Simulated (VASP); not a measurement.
# I (I4/mmm) in VASP: a series of runs

The runs below take I through single point, with PBE exchange alone, revPBE, r2SCAN0.

Program: VASP 6.6.1. These are calculated values, not measurements. Logs are shortened: lines on timing, memory, paths and dates and some standing lists are left out, and cuts for length are marked.

### Step 1. The cell of the first run

The structure is tetragonal, space group I4/mmm (No. 139). Conventional cell: a = 3.235 Å, b = 3.235 Å, c = 8.530 Å, α = 90.00°, β = 90.00°, γ = 90.00°. I (site symmetry 4/mmm) has 4 I at 3.23 Å within 4.3 Å.

### Step 2. Single point, PBE exchange alone

INCAR

```
PREC = Accurate
ENCUT = 520
EDIFF = 1E-6
ISMEAR = 0
SIGMA = 0.1
LREAL = F
LASPH = T
NELM = 100
ALGO = Normal
ISIF = 2
LWAVE = F
LCHARG = T
GGA = PE
ALDAC = 0.0
AGGAC = 0.0
LELF = T
LVHAR = T
NBANDS = 10
```

KPOINTS

```
regular mesh
0
Gamma
  11 11 11
```

POSCAR

```
I
1.0
   -1.6174560000      1.6174560000      4.2648080000
    1.6174560000     -1.6174560000      4.2648080000
    1.6174560000      1.6174560000     -4.2648080000
I
1
Direct
    0.0000000000      0.0000000000      0.0000000000
```

Potentials or basis: VASP PAW PBE potentials, release 64 (I).

The run is started by

```sh
$ cat potpaw_PBE.64/I/POTCAR > POTCAR
$ mpirun -np 1 vasp_std > vasp.out
```

OUTCAR:

```text
PREC = Accurate
   ENCUT = 520
   EDIFF = 1E-6
   ISMEAR = 0
   LREAL = F
   LASPH = T
   NELM = 100
   ISIF = 2
   GGA = PE

 ion  position               nearest neighbor table
   1  0.000  0.000  0.000-

  LATTYP: Found a body centered tetragonal cell.
 ALAT       =     3.2349120000
 C/A-ratio  =     2.6367381864

  Lattice vectors:

 A1 = (  -1.6174560000,   1.6174560000,   4.2648080000)
 A2 = (   1.6174560000,  -1.6174560000,   4.2648080000)
 A3 = (   1.6174560000,   1.6174560000,  -4.2648080000)

Analysis of symmetry for initial positions (statically):
=====================================================================
 Subroutine PRICEL returns:
 Original cell was already a primitive cell.

 Routine SETGRP: Setting up the symmetry group for a
 body centered tetragonal supercell.

 Subroutine GETGRP returns: Found 16 space group operations
 (whereof 16 operations were pure point group operations)
 out of a pool of 16 trial point group operations.

The static configuration has the point symmetry D_4h.

Analysis of symmetry for dynamics (positions and initial velocities):
=====================================================================
 Subroutine PRICEL returns:
 Original cell was already a primitive cell.

 Routine SETGRP: Setting up the symmetry group for a
 body centered tetragonal supercell.

 Subroutine GETGRP returns: Found 16 space group operations
 (whereof 16 operations were pure point group operations)
 out of a pool of 16 trial point group operations.

The dynamic configuration has the point symmetry D_4h.

 Subroutine INISYM returns: Found 16 space group operations
 (whereof 16 operations are pure point group operations),
 and found     1 'primitive' translations

----------------------------------------------------------------------------------------

                                     Primitive cell

  volume of cell :      44.6297

  direct lattice vectors                    reciprocal lattice vectors
    -1.617456000  1.617456000  4.264808000     0.000000000  0.309127420  0.117238572
     1.617456000 -1.617456000  4.264808000     0.309127420  0.000000000  0.117238572
     1.617456000  1.617456000 -4.264808000     0.309127420  0.309127420  0.000000000

  length of vectors
     4.839515999  4.839515999  4.839515999     0.330612529  0.330612529  0.437172190

  position of ions in fractional coordinates (direct lattice)
     0.000000000  0.000000000  0.000000000

  ion indices of the primitive-cell ions
   primitive index   ion index
                 1           1

----------------------------------------------------------------------------------------

 KPOINTS: regular mesh

Automatic generation of k-mesh.
 Grid dimensions read from file:
 generate k-points for:   11   11   11

 Generating k-lattice:

  Cartesian coordinates                     Fractional coordinates (reciprocal lattice)
     0.000000000  0.028102493  0.010658052     0.090909091  0.000000000  0.000000000
     0.028102493  0.000000000  0.010658052     0.000000000  0.090909091  0.000000000
     0.028102493  0.028102493  0.000000000     0.000000000  0.000000000  0.090909091

  Length of vectors
     0.030055684  0.030055684  0.039742926

  Shift w.r.t. Gamma in fractional coordinates (k-lattice)
     0.000000000  0.000000000  0.000000000

 Subroutine IBZKPT returns following result:
 ===========================================

 Found    126 irreducible k-points:

 Following reciprocal coordinates:
            Coordinates               Weight
  0.000000  0.000000  0.000000      1.000000
  0.090909 -0.000000  0.000000      8.000000
  0.181818  0.000000  0.000000      8.000000
  0.272727  0.000000  0.000000      8.000000
  0.363636 -0.000000  0.000000      8.000000
  0.454545  0.000000  0.000000      8.000000
[... 16 lines left out ...]
 -0.272727  0.181818  0.000000     16.000000
 -0.181818  0.181818  0.000000      4.000000
 [... further k-points ...]
   k-points           NKPTS =    126   k-points in BZ     NKDIM =    126   number of bands    NBANDS=     10
   number of dos      NEDOS =    301   number of ions     NIONS =      1
   total plane-waves  NPLWV =  46656
   dimension x,y,z NGX =    36 NGY =   36 NGZ =   36
   dimension x,y,z NGXF=    72 NGYF=   72 NGZF=   72
   ions per type =               1
   NGX,Y,Z   is equivalent  to a cutoff of  12.37, 12.37, 12.37 a.u.
   NGXF,Y,Z  is equivalent  to a cutoff of  24.73, 24.73, 24.73 a.u.
 SYSTEM =  unknown system
   PREC   = accura    normal or accurate (medium, high low for compatibility)
   ISTART =      0    job   : 0-new  1-cont  2-samecut
   ICHARG =      2    charge: 1-file 2-atom 10-const
   ISPIN  =      1    spin polarized calculation?
   LNONCOLLINEAR =      F non collinear calculations
   LSORBIT =      F    spin-orbit coupling
   LASPH  =      T    aspherical Exc in radial PAW
   ENCUT  =  520.0 eV  38.22 Ry    6.18 a.u.   9.00  9.00  9.00*2*pi/ulx,y,z
   NELM   =    100;   NELMIN=  2; NELMDL= -5     # of ELM steps
   EDIFF  = 0.1E-05   stopping-criterion for ELM
   LREAL  =      F    real-space projection
   EDIFFG = 0.1E-04   stopping-criterion for IOM
   NSW    =      0    number of steps for IOM
   IBRION =     -1    ionic relax: 0-MD 1-quasi-New 2-CG
   NFREE  =      0    steps in history (QN), initial steepest desc. (CG)
   ISIF   =      2    stress and relaxation
   ISYM   =      2    0-nonsym 1-usesym 2-fastsym
   POTIM  = 0.5000    time-step for ionic-motion
   TEBEG  =    0.0;   TEEND  =   0.0 temperature during run
   PSTRESS=    0.0 pullay stress
   NELECT =       7.0000    total number of electrons
   NUPDOWN=      -1.0000    fix difference up-down
   EMIN   =  10.00;   EMAX   =-10.00  energy-range for DOS
   EFERMI =   0.00;   METHOD = LEGACY
   ISMEAR =     0;   SIGMA  =   0.10  broadening in eV -4-tet -1-fermi 0-gaus
   EFERMI_NEDOS =   21; number of points for ismear=-14 and -15
   IALGO  =     38    algorithm
   IMIX   =      4    mixing-type and parameters
     AMIX     =   0.40;   BMIX     =  1.00
     AMIX_MAG =   1.60;   BMIX_MAG =  1.00
  volume/ion in A,a.u.               =      44.63       301.18
  Fermi-wavevector in a.u.,A,eV,Ry     =   0.882875  1.668392 10.605317  0.779469
  Thomas-Fermi vector in A             =   2.003566
   LORBIT       =      0    0 simple, 1 ext, 2 COOP (PROOUT), +10 PAW based schemes
   GGA     = PE    functional components
   LHFCALC =     F    Hartree Fock is set to
   AEXX    =    0.0000 exact exchange contribution
   IVDW    =     0    specifies the selected vdW correction
   LEPSILON=     F    determine dielectric tensor
   LRPA    =     F    only Hartree local field effects (RPA)
 non-spin polarized calculation
 Gauss-broadening in eV      SIGMA  =   0.10
  energy-cutoff  :      520.00
  volume of cell :       44.63
 maximum number of plane-waves:      1224
   NGX = 17   NGY = 17   NGZ = 17

 number of electron       6.9999999 magnetization

 Free energy of the ion-electron system (eV)
  ---------------------------------------------------
  ext. energy  EPLUGINS =         0.00000000
  ---------------------------------------------------
  free energy    TOTEN  =        -0.70852396 eV

  energy without entropy =       -0.70409527  energy(sigma->0) =       -0.70630961

 E-fermi :   4.0802     XC(G=0):  -6.4188

 val. band max:        4.0788920084   @ k =  -0.4545  -0.4545   0.3636
 cond. band min:       4.0806265585   @ k =  -0.0909  -0.1818   0.0909
 fundamental gap:      0.0017345500
 Fermi energy:         4.0802098224

 k-point     1 :       0.0000    0.0000    0.0000
  band No.  band energies     occupation
      1      -9.7009      2.00000
      2       1.7079      2.00000
      3       4.8437      0.00000
      4       4.8437      0.00000
      5       8.1396      0.00000
      6      11.4791      0.00000
      7      12.2132      0.00000
      8      16.4408      0.00000
      9      16.4408      0.00000
     10      16.6404      0.00000

 k-point     2 :       0.0909   -0.0000    0.0000
  band No.  band energies     occupation
      1      -9.6182      2.00000
      2       1.7368      2.00000
      3       4.0944      0.84107
      4       4.9059      0.00000
      5       8.3555      0.00000
      6      11.8012      0.00000
      7      12.8925      0.00000
      8      14.5433      0.00000
      9      16.5612      0.00000
     10      17.2258      0.00000

 k-point     3 :       0.1818    0.0000    0.0000
  band No.  band energies     occupation
      1      -9.3816      2.00000
      2       1.8161      2.00000
      3       2.5849      2.00000
      4       5.0795      0.00000
      5       8.8993      0.00000
      6      12.1195      0.00000
      7      12.7566      0.00000
      8      14.9087      0.00000
      9      16.9118      0.00000
     10      17.6440      0.00000

 k-point     4 :       0.2727    0.0000    0.0000
  band No.  band energies     occupation
      1      -9.0313      2.00000
      2       1.0101      2.00000
      3       1.9885      2.00000
      4       5.3242      0.00000
      5       9.4945      0.00000
      6      11.6188      0.00000
      7      12.5268      0.00000
      8      17.1039      0.00000
      9      17.2403      0.00000
     10      17.6672      0.00000

 k-point     5 :       0.3636   -0.0000    0.0000
  band No.  band energies     occupation
      1      -8.6532      2.00000
      2      -0.2229      2.00000
      3       2.1417      2.00000
      4       5.5699      0.00000
      5       9.3421      0.00000
      6      11.9793      0.00000
      7      13.0047      0.00000
      8      16.3447      0.00000
      9      17.0139      0.00000
     10      17.6939      0.00000

 k-point     6 :       0.4545    0.0000    0.0000
  band No.  band energies     occupation
      1      -8.3915      2.00000
      2      -0.9290      2.00000
      3       2.2531      2.00000
      4       5.7274      0.00000
      5       8.9344      0.00000
      6      13.3205      0.00000
      7      13.4238      0.00000
      8      15.3770      0.00000
      9      15.8009      0.00000
     10      16.7138      0.00000

 k-point     7 :       0.0909    0.0909    0.0000
  band No.  band energies     occupation
      1      -9.5310      2.00000
      2       1.6999      2.00000
      3       4.1512      0.31531
      4       4.1639      0.23677
      5       8.7038      0.00000
      6      12.5022      0.00000
      7      13.1227      0.00000
      8      14.6127      0.00000
      9      14.9290      0.00000
     10      19.1880      0.00000

 k-point     8 :       0.1818    0.0909    0.0000
  band No.  band energies     occupation
      1      -9.2911      2.00000
      2       1.7389      2.00000
      3       2.6525      2.00000
      4       4.3405      0.00023
      5       9.3141      0.00000
      6      12.9331      0.00000
      7      13.0630      0.00000
      8      14.8819      0.00000
      9      15.2401      0.00000
     10      17.6055      0.00000

 k-point     9 :       0.2727    0.0909    0.0000
  band No.  band energies     occupation
      1      -8.9397      2.00000
      2       1.0623      2.00000
      3       1.9264      2.00000
      4       4.6024      0.00000
      5       9.8048      0.00000
      6      12.1233      0.00000
      7      13.3010      0.00000
      8      15.5914      0.00000
      9      16.0396      0.00000
     10      17.6084      0.00000
[... 118 lines left out ...]
 k-point    19 :       0.3636    0.1818    0.0000
  band No.  band energies     occupation
      1      -8.3264      2.00000
      2       0.0456      2.00000
      3       2.2119      2.00000
      4       3.4158      2.00000
      5       9.9287      0.00000
      6      12.3125      0.00000
      7      13.5093      0.00000
      8      15.3129      0.00000
      9      16.0169      0.00000
     10      16.8030      0.00000

 k-point    20 :       0.4545    0.1818    0.0000
  band No.  band energies     occupation
      1      -8.0768      2.00000
      2      -0.6435      2.00000
      3       2.4536      2.00000
      4       3.6157      2.00000
      5       9.5070      0.00000
      6      11.7814      0.00000
      7      13.9718      0.00000
      8      14.9294      0.00000
      9      16.4034      0.00000
     10      16.6863      0.00000

 k-point    21 :      -0.4545    0.1818   -0.0000
  band No.  band energies     occupation
      1      -8.0903      2.00000
      2      -0.6271      2.00000
      3       2.5942      2.00000
      4       3.6276      2.00000
      5       9.4968      0.00000
      6      11.5707      0.00000
      7      12.8231      0.00000
      8      15.1207      0.00000
      9      16.2796      0.00000
     10      17.5137      0.00000

 k-point    22 :      -0.3636    0.1818    0.0000
  band No.  band energies     occupation
      1      -8.3592      2.00000
      2       0.0880      2.00000
      3       2.5736      2.00000
      4       3.4426      2.00000
      5       9.8956      0.00000
      6      11.0849      0.00000
      7      12.7388      0.00000
      8      14.3368      0.00000
      9      16.1463      0.00000
     10      18.9825      0.00000

 k-point    23 :      -0.2727    0.1818    0.0000
  band No.  band energies     occupation
      1      -8.7362      2.00000
      2       1.3250      2.00000
      3       2.4215      2.00000
      4       3.1481      2.00000
      5       9.6772      0.00000
      6      11.5196      0.00000
      7      13.4804      0.00000
      8      13.7381      0.00000
      9      15.7877      0.00000
     10      18.1420      0.00000

 k-point    24 :      -0.1818    0.1818    0.0000
  band No.  band energies     occupation
      1      -9.0801      2.00000
      2       2.2053      2.00000
      3       2.8522      2.00000
      4       2.8623      2.00000
      5       9.1200      0.00000
      6      12.9290      0.00000
      7      13.1134      0.00000
      8      14.6418      0.00000
      9      14.9303      0.00000
     10      16.6154      0.00000

 [... further k-points ...]
[... 5 lines left out ...]
  --------------------------------------------------------------------------------------
  -------------------------------------------------------------------------------------
  Total        1.8598060      1.8598060      0.5254775      0.0000000     -0.0000000      0.0000000
  in kB       66.7657594     66.7657594     18.8642824      0.0000000     -0.0000000      0.0000000
  external PRESSURE =      50.7986004 kB  Pullay stress =       0.0000000 kB

 VOLUME and BASIS-vectors are now :
 -----------------------------------------------------------------------------
  energy-cutoff  :      520.00
  volume of cell :       44.63
      direct lattice vectors                 reciprocal lattice vectors
    -1.617456000  1.617456000  4.264808000     0.000000000  0.309127420  0.117238572
     1.617456000 -1.617456000  4.264808000     0.309127420  0.000000000  0.117238572
     1.617456000  1.617456000 -4.264808000     0.309127420  0.309127420  0.000000000

 POSITION                                       TOTAL-FORCE (eV/Angst)
 -----------------------------------------------------------------------------------
      0.00000      0.00000      0.00000        -0.000000      0.000000     -0.000000
 -----------------------------------------------------------------------------------
    total drift:                               -0.000000      0.000000      0.000000

  FREE ENERGIE OF THE ION-ELECTRON SYSTEM (eV)
  ---------------------------------------------------
  free  energy   TOTEN  =        -0.7085239570 eV

  energy  without entropy=       -0.7040952679  energy(sigma->0) =       -0.70630961
```

Run time: 50 s. Hardware: 1 thread of Intel Xeon Platinum 8375C at 2.90GHz (Ice Lake), shared host; peak memory 0.22 GiB.

Results:

* Free energy: -0.7085 eV
* Pressure: 5.1 GPa

Levels at points of the mesh, in eV from the Fermi level:
| k point | band 1 | band 2 | band 3 | band 4 | band 5 | band 6 | band 7 |
| --- | --- | --- | --- | --- | --- | --- | --- |
| (0.00, 0.00, 0.00) | -13.78 | -2.37 | 0.76 | 0.76 | 4.06 | 7.40 | 8.13 |

Caveat: spin-orbit coupling is left out, which moves the levels of the heavy elements; an odd number of electrons without spin polarisation forces a metal; a magnetic or distorted state may lie lower.

[end of part 1 of 2]
